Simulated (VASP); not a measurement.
Here is a VASP 6.6.1 calculation.

File INCAR:

```
SYSTEM = KCl
ALGO = Normal
EDIFF = 1E-8
ENCUT = 400
GGA = PE
GGA_COMPAT = .FALSE.
ISIF = 2
ISMEAR = -1
LASPH = .TRUE.
LCHARG = .FALSE.
LEFG = .TRUE.
LREAL = .FALSE.
LWAVE = .FALSE.
NBANDS = 15
NELM = 120
PREC = Accurate
SIGMA = 0.02
```

Contents of KPOINTS:

```
k-points
0
G
  7 7 7
  0 0 0
```

POSCAR

```
KCl
1.0
    3.6096100034      0.0000000000      0.0000000000
    0.0000000000      3.6096100034      0.0000000000
    0.0000000000      0.0000000000      3.6096100034
K Cl
1 1
Direct
    0.0000000000      0.0000000000      0.0000000000
    0.5000000000      0.5000000000      0.5000000000
```

Potentials or basis: VASP PAW PBE potentials, release 64 (K_sv, Cl).

Command:

```sh
$ cat potpaw_PBE.64/K_sv/POTCAR potpaw_PBE.64/Cl/POTCAR > POTCAR
$ mpirun -np 1 vasp_std > vasp.out
```

Q: Estimate the band gap on the k mesh.

A: 5.72 eV (least direct gap 5.92 eV).

Q: What does it give for the pressure?

A: 5.4 GPa.

Caveat: the cell stands under pressure; an odd mesh through Γ misses points on the zone boundary, where band edges can lie.
